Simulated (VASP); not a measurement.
A run of VASP 6.6.1 is set up as follows.

File POSCAR:

```
MgS
1.0
    0.0000000000      2.6016500000      2.6016500000
    2.6016500000      0.0000000000      2.6016500000
    2.6016500000      2.6016500000      0.0000000000
S Mg
1 1
Direct
    0.5000000000      0.5000000000      0.5000000000
    0.0000000000      0.0000000000      0.0000000000
```

Contents of INCAR.step1:

```
SYSTEM = MgS
PREC = Accurate
ENCUT = 520
EDIFF = 1E-5
ISMEAR = -1
SIGMA = 0.05
LREAL = .False.
LASPH = .True.
NELM = 60
ALGO = Normal
ISIF = 2
LWAVE = .True.
LCHARG = .False.
GGA = PE
NBANDS = 11
```

INCAR.step2

```
SYSTEM = MgS
PREC = Accurate
ENCUT = 520
EDIFF = 1E-6
ISMEAR = -1
SIGMA = 0.05
LREAL = .False.
LASPH = .True.
NELM = 60
ALGO = Normal
ISIF = 2
LWAVE = .False.
LCHARG = .False.
METAGGA = R2SCAN
LHFCALC = .True.
AEXX = 0.1
LMIXTAU = .True.
PRECFOCK = Normal
ISTART = 1
NBANDS = 11
```

The input KPOINTS:

```
regular mesh
0
Gamma
  5 5 5
  0 0 0
```

Potentials or basis: VASP PAW PBE potentials, release 64 (S, Mg).

Launch:

```sh
$ cat potpaw_PBE.64/S/POTCAR potpaw_PBE.64/Mg/POTCAR > POTCAR
$ cp INCAR.step1 INCAR
$ mpirun -np 1 vasp_std > vasp.out
$ cp INCAR.step2 INCAR
$ mpirun -np 1 vasp_std > vasp.out
```

Estimate the band gap on the k mesh.

4.45 eV, indirect (least direct gap 5.20 eV).

Predict the pressure.

-0.7 GPa.

Caveat: the PAW data sets were made with another functional, which shifts forces and pressure a little. A k mesh can miss the band edges.
